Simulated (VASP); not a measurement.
A run of VASP 6.6.1 is set up as follows.

INCAR

```
SYSTEM = CdS
PREC     = Accurate       ! precision mode
ENCUT    = 520            ! plane-wave cutoff, eV
EDIFF    = 1E-6           ! SCF threshold, eV
ISMEAR   = -1             ! smearing method
SIGMA    = 0.05           ! smearing width, eV
LREAL    = .FALSE.        ! projectors in reciprocal space
LASPH    = .TRUE.         ! aspherical terms in the spheres
NELM     = 80             ! most SCF steps
ALGO     = Normal         ! electronic algorithm
ISIF     = 2              ! what is computed and relaxed
LWAVE    = .FALSE.        ! write WAVECAR
LCHARG   = .FALSE.        ! write CHGCAR
GGA      = PE             ! functional
NBANDS   = 26             ! bands
```

Contents of KPOINTS:

```
Automatic mesh
0
G
  9 9 5
  0 0 0
```

The input POSCAR:

```
CdS
1.0
    3.9905862054      0.0000000000      0.0000000000
   -1.9952931027      3.4559490298      0.0000000000
    0.0000000000      0.0000000000      6.5158281987
Cd S
2 2
Direct
    0.3333333333      0.6666666667      0.0003114869
    0.6666666667      0.3333333333      0.5003114869
    0.3333333333      0.6666666667      0.3756885131
    0.6666666667      0.3333333333      0.8756885131
```

Potentials or basis: VASP PAW PBE potentials, release 64 (Cd, S).

The run is started by

```sh
$ cat potpaw_PBE.64/Cd/POTCAR potpaw_PBE.64/S/POTCAR > POTCAR
$ mpirun -np 1 vasp_std > vasp.out
```

Predict the band gap on the k mesh.

1.45 eV.

Estimate the largest force.

0.004 eV/Å.

Predict the pressure.

11.6 GPa.

Forces in eV/Å, atoms in the order of the input:
```
Cd   0.000  0.000  0.004
Cd   0.000  0.000  0.004
S    0.000  0.000 -0.004
S    0.000  0.000 -0.004
```

Caveat: the cell stands under pressure.
